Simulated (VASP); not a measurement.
The system is TiN.

```
Ti N
1.0
     0.00000    2.01423    2.01423
     2.01423    0.00000    2.01423
     2.01423    2.01423    0.00000
Ti N
1 1
Direct
  0.00000 0.00000 0.00000
  0.50000 0.50000 0.50000
```

Base run:

* Program: VASP 6.6.1
* Functional: PBEsol
* Potentials or basis: VASP PAW PBE potentials, release 64 (Ti_sv, N)
* Cutoff: 520 eV
* k mesh: 20 × 20 × 20
* Occupations: gaussian, width 0.15 eV
* Spin: collinear spin
* Starting moments: [0.375, 0.0] μB
* Fixed moment: 0.375 μB

Its results: pressure 52.2 GPa; site moments Ti +0.28; N +0.03 μB.

Q: The run is repeated on the same cell with these changes: fixed moment from 0.375 μB to 0.75 μB; moments at the start from [0.38, 0.0] to [0.75, 0.0]. What comes out?

A: Pressure 56.5 GPa; site moments Ti +0.55; N +0.06 μB.

Caveats: the cell stands under pressure; the PAW data sets were made with another functional, which shifts forces and pressure a little; the total moment is fixed, so each spin has its own Fermi level.
